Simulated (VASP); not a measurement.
Input of a VASP 6.6.1 run:

File INCAR:

```
SYSTEM = WC
PREC = Accurate
ENCUT = 910
EDIFF = 1E-6
ISMEAR = 0
SIGMA = 0.1
LREAL = .FALSE.
LASPH = .TRUE.
NELM = 120
ALGO = Normal
ISIF = 2
LWAVE = .FALSE.
LCHARG = .FALSE.
GGA = PS
NBANDS = 16
GGA_COMPAT = .FALSE.
```

KPOINTS

```
Automatic mesh
0
G
  24 24 18
  0 0 0
```

Contents of POSCAR:

```
WC
1.0
    2.8984787829      0.0000000000      0.0000000000
   -1.4492393914      2.5101562583      0.0000000000
    0.0000000000      0.0000000000      2.8701732080
W C
1 1
Direct
    0.0000000000      0.0000000000      0.0000000000
    0.6666666667      0.3333333333      0.5000000000
```

Potentials or basis: VASP PAW PBE potentials, release 64 (W_sv, C_h).

The run is started by

```console
$ cat potpaw_PBE.64/W_sv/POTCAR potpaw_PBE.64/C_h/POTCAR > POTCAR
$ mpirun -np 1 vasp_std > vasp.out
```

Task: Predict the band gap on the k mesh.

Result: Zero (bands 9 and 10 overlap by 1.17 eV).

Task: Estimate the pressure.

Result: -5.5 GPa.

Stress tensor (GPa, compression positive):
```
 -1.70   0.00   0.00
  0.00  -1.70   0.00
  0.00   0.00 -13.05
```

Caveat: the cell differs from its parent crystal (strain along c alone, the other axes held: +1.5 %); the cutoff is under 1.25 times the usual one of these potentials, so pressure, stress and relaxed cells hold a basis-set (Pulay) error; the cell stands under tension; the PAW data sets were made with another functional, which shifts forces and pressure a little; spin-orbit coupling is left out, which moves the levels of the heavy elements.
